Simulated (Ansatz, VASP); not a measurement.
# Al in VASP and in Ansatz

```
Al
1.0
     0.00000    2.01946    2.01946
     2.01946    0.00000    2.01946
     2.01946    2.01946    0.00000
Al
1
Direct
  0.00000 0.00000 0.00000
```

Alike in both runs: task single point; functional revPBE; k mesh 10 × 10 × 10; occupations gaussian, width 0.1 eV; no spin polarisation.

```csv
,VASP,Ansatz
version,VASP 6.6.1,Ansatz 0.2.0
potentials or method,"VASP PAW PBE potentials, release 64 (Al), cutoff 500 eV","scalar-relativistic, plane waves, PAW"
valence electrons in the cell,3,3
```

|  | VASP | Ansatz | Ansatz less VASP |
| --- | --- | --- | --- |
| gap on the k mesh at the Fermi level (eV) | none | none | - |
| pressure (GPa) | 0.8 | 1.0 | +0.17 |

VASP's potentials were made for PBE, not for revPBE. A gap of «none» marks a metal or a gap that the smearing closes.
